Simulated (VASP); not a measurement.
# Ni (C2/c) in VASP: further runs, part 2 of 2

VASP 6.6.1. The steps go on from the part before.

## Step 3: Single point, LDA (volume scaled by 0.96)

The input, INCAR:

```
PREC     = Accurate       # precision mode
ENCUT    = 520            # plane-wave cutoff, eV
EDIFF    = 1E-6           # SCF threshold, eV
ISMEAR   = -1             # smearing method
SIGMA    = 0.1            # smearing width, eV
LREAL    = F              # projectors in reciprocal space
LASPH    = T              # aspherical terms in the spheres
NELM     = 100            # most SCF steps
ALGO     = Normal         # electronic algorithm
ISIF     = 2              # what is computed and relaxed
LWAVE    = F              # write WAVECAR
LCHARG   = F              # write CHGCAR
GGA      = CA             # functional
NBANDS   = 17             # bands
```

The input, KPOINTS:

```
regular mesh
0
Gamma
  17 17 17
```

The input, POSCAR:

```
Ni
1.0
   -2.8301965426      2.8306020506      1.1681859803
    2.8306020506     -2.8301965426      1.1681859803
    1.4720550329      1.4720550329     -1.1674432916
Ni
2
Direct
    0.0000233866      0.9999766134      1.0000000000
    0.7499766134      0.2500233866      0.5000000000
```

Potentials or basis: VASP PAW LDA potentials, release 64 (Ni).

Command:

```sh
cat potpaw_LDA.64/Ni/POTCAR > POTCAR
mpirun -np 1 vasp_std > vasp.out
```

OUTCAR:

```text
PREC = Accurate
   ENCUT = 520
   EDIFF = 1E-6
   ISMEAR = -1
   LREAL = F
   LASPH = T
   NELM = 100
   ISIF = 2
   GGA = CA

 ion  position               nearest neighbor table
   1  0.000  1.000  0.000-   2 2.33   2 2.33   2 2.33   2 2.33   2 2.86   2 2.86   2 2.86   2 2.86

   2  0.750  0.250  0.500-   1 2.33   1 2.33   1 2.33   1 2.33   1 2.86   1 2.86   1 2.86   1 2.86

  LATTYP: Found a base centered monoclinic cell.
 ALAT       =     2.3363720310
 B/A-ratio  =     3.4264997347
 C/A-ratio  =     1.0215840250
 COS(beta)  =    -0.4889107171

  Lattice vectors:

 A1 = (  -2.8301965426,   2.8306020506,   1.1681859803)
 A2 = (   2.8306020506,  -2.8301965426,   1.1681859803)
 A3 = (   1.4720550329,   1.4720550329,  -1.1674432916)

Analysis of symmetry for initial positions (statically):
=====================================================================
 Subroutine PRICEL returns:
 Original cell was already a primitive cell.

 Routine SETGRP: Setting up the symmetry group for a
 base centered monoclinic supercell.

 Subroutine GETGRP returns: Found  4 space group operations
 (whereof  2 operations were pure point group operations)
 out of a pool of  4 trial point group operations.

The static configuration has the point symmetry C_2 .
 The point group associated with its full space group is C_2h.

Analysis of symmetry for dynamics (positions and initial velocities):
=====================================================================
 Subroutine PRICEL returns:
 Original cell was already a primitive cell.

 Routine SETGRP: Setting up the symmetry group for a
 base centered monoclinic supercell.

 Subroutine GETGRP returns: Found  4 space group operations
 (whereof  2 operations were pure point group operations)
 out of a pool of  4 trial point group operations.

[... 114 lines left out ...]
   EMIN   =  10.00;   EMAX   =-10.00  energy-range for DOS
   EFERMI =   0.00;   METHOD = LEGACY
   ISMEAR =    -1;   SIGMA  =   0.10  broadening in eV -4-tet -1-fermi 0-gaus
   EFERMI_NEDOS =   21; number of points for ismear=-14 and -15
   IALGO  =     38    algorithm
   IMIX   =      4    mixing-type and parameters
     AMIX     =   0.40;   BMIX     =  1.00
     AMIX_MAG =   1.60;   BMIX_MAG =  1.00
  volume/ion in A,a.u.               =       9.74        65.70
  Fermi-wavevector in a.u.,A,eV,Ry     =   1.651773  3.121398 37.121504  2.728354
  Thomas-Fermi vector in A             =   2.740495
   LORBIT       =      0    0 simple, 1 ext, 2 COOP (PROOUT), +10 PAW based schemes
   GGA     = CA    functional components
   LHFCALC =     F    Hartree Fock is set to
   AEXX    =    0.0000 exact exchange contribution
   IVDW    =     0    specifies the selected vdW correction
   LEPSILON=     F    determine dielectric tensor
   LRPA    =     F    only Hartree local field effects (RPA)
 non-spin polarized calculation
  energy-cutoff  :      520.00
  volume of cell :       19.47
 maximum number of plane-waves:       547
   NGX = 15   NGY = 15   NGZ =  9

 number of electron      19.9999990 magnetization

 Free energy of the ion-electron system (eV)
  ---------------------------------------------------
  ext. energy  EPLUGINS =         0.00000000
  ---------------------------------------------------
  free energy    TOTEN  =       -12.98705447 eV

  energy without entropy =      -12.83454506  energy(sigma->0) =      -12.91079976

 E-fermi :  10.6047     XC(G=0): -14.2745

 val. band max:       10.6046427876   @ k =   0.4706   0.2353   0.1176
 cond. band min:      10.6049313988   @ k =   0.2941   0.1176   0.4706
 fundamental gap:      0.0002886112
 Fermi energy:        10.6047238182

 k-point     1 :       0.0000    0.0000    0.0000
  band No.  band energies     occupation
      1       0.9637      2.00000
      2       5.4794      2.00000
      3       7.8751      2.00000
      4       8.2670      2.00000
      5       8.7461      2.00000
      6       8.7612      2.00000
[... 457 lines left out ...]
      4       8.3004      2.00000
      5       8.7018      2.00000
      6       8.7553      2.00000
[... 9 lines left out ...]
     16      35.8588      0.00000
     17      37.3692      0.00000

 [... further k-points ...]

------------------------ aborting loop because EDIFF is reached ----------------------------------------

  FORCE on cell =-STRESS in cart. coord.  units (eV):
  Direction    XX          YY          ZZ          XY          YZ          ZX
  --------------------------------------------------------------------------------------
  -------------------------------------------------------------------------------------
  Total        1.3495520      1.3495520      1.3203304      0.0346618     -0.0053842     -0.0053842
  in kB      111.0444086    111.0444086    108.6399829      2.8520573     -0.4430241     -0.4430219
  external PRESSURE =     110.2429333 kB  Pullay stress =       0.0000000 kB

 VOLUME and BASIS-vectors are now :
 -----------------------------------------------------------------------------
  energy-cutoff  :      520.00
  volume of cell :       19.47
      direct lattice vectors                 reciprocal lattice vectors
    -2.830196543  2.830602051  1.168185980     0.081372516  0.258026037  0.427955132
     2.830602051 -2.830196543  1.168185980     0.258026037  0.081372516  0.427955132
     1.472055033  1.472055033 -1.167443292     0.339614467  0.339614467 -0.000117889

 POSITION                                       TOTAL-FORCE (eV/Angst)
 -----------------------------------------------------------------------------------
      2.83047     -2.83006      1.16819         0.002039     -0.002039     -0.000000
     -0.67884      2.15130      0.58446        -0.002039      0.002039      0.000000
 -----------------------------------------------------------------------------------
    total drift:                                0.000000      0.000000     -0.000000

  FREE ENERGIE OF THE ION-ELECTRON SYSTEM (eV)
  ---------------------------------------------------
  free  energy   TOTEN  =       -12.9870544701 eV

  energy  without entropy=      -12.8345450587  energy(sigma->0) =      -12.91079976
```

Wall time 5.2 min (1 thread of AMD EPYC 7R13 (Zen 3), shared host); peak memory 0.41 GiB.

What came out:

| Quantity | Value |
| --- | --- |
| Free energy | -12.9871 eV |
| Pressure | 11.0 GPa |
| Band gap on the k mesh | zero (band 10 reaches 10.86 eV, above the bottom of band 11 at 10.00 eV) |

Forces in eV/Å, atoms in the order of the input:
```
Ni   0.002 -0.002  0.000
Ni  -0.002  0.002  0.000
```

Levels at points of the mesh, in eV from the Fermi level:
```
           k point  band 7  band 8  band 9  band 10  band 11  band 12  band 13  band 14
(0.00, 0.00, 0.00)   -1.76   -1.54   -0.68    -0.64    -0.60    -0.01     6.40    23.51
```

Caveat: the run has no spin polarisation, though such a crystal can be magnetic. Spin polarisation is off, so any magnetic state and its effect on volume and gap are missing.

## Step 4: Single point, LDA (volume scaled by 1.12)

The input, INCAR:

```
SYSTEM = Ni
ALGO     = Normal         ! electronic algorithm
EDIFF    = 1E-6           ! SCF threshold, eV
ENCUT    = 520            ! plane-wave cutoff, eV
ISIF     = 2              ! what is computed and relaxed
ISMEAR   = -1             ! smearing method
LASPH    = .True.         ! aspherical terms in the spheres
LCHARG   = .False.        ! write CHGCAR
LREAL    = .False.        ! projectors in reciprocal space
LWAVE    = .False.        ! write WAVECAR
NBANDS   = 17             ! bands
NELM     = 100            ! most SCF steps
PREC     = Accurate       ! precision mode
SIGMA    = 0.1            ! smearing width, eV
```

The input, KPOINTS:

```
k-points
0
Gamma
  17 17 17
  0 0 0
```

The input, POSCAR:

```
Ni
1.0
   -2.9794231825      2.9798500716      1.2297804547
    2.9798500716     -2.9794231825      1.2297804547
    1.5496714892      1.5496714892     -1.2289986066
Ni
2
Direct
    0.0000233866      0.9999766134      1.0000000000
    0.7499766134      0.2500233866      0.5000000000
```

Command:

```sh
cat potpaw_LDA.64/Ni/POTCAR > POTCAR
mpirun -np 1 vasp_std > vasp.out
```

Wall time 12 min (1 thread of Oxide Virtual Turin-like, shared host); peak memory 0.47 GiB.

The run converged. Its results:

- Free energy: -12.8343 eV
- Pressure: -21.1 GPa
- Band gap on the k mesh: zero (band 10 reaches 8.49 eV, above the bottom of band 11 at 7.82 eV)

Stress tensor (GPa, compression positive):
```
-21.39  -0.21  -0.02
 -0.21 -21.39  -0.02
 -0.02  -0.02 -20.56
```

Levels at points of the mesh, in eV from the Fermi level:
```csv
k point,band 8,band 9,band 10,band 11,band 12,band 13
"(0.00, 0.00, 0.00)",-1.24,-0.52,-0.48,-0.33,-0.02,5.31
```

Caveat: the run has no spin polarisation, though such a crystal can be magnetic. Spin polarisation is off, so any magnetic state and its effect on volume and gap are missing.

## Step 5: Summary

```tsv
cell	gap on the mesh (eV)	pressure (GPa)
a = 4.051, b = 4.051, c = 2.319 Å, angles 97.9, 97.9, 147.5°, 2 atoms	none	42.8
a = 4.170, b = 4.170, c = 2.387 Å, angles 97.9, 97.9, 147.5°, 2 atoms	none	11.0
a = 4.390, b = 4.390, c = 2.513 Å, angles 97.9, 97.9, 147.5°, 2 atoms	none	-21.1
```

Alike in all rows: task single point; level LDA; potentials or basis VASP PAW LDA potentials, release 64 (Ni); no spin polarisation; k mesh 17 × 17 × 17; cutoff (eV) 520; smearing fermi-dirac 0.1 eV.

Caveats: the run has no spin polarisation, though such a crystal can be magnetic.

Absolute energies hang on the potentials; compare differences alone.
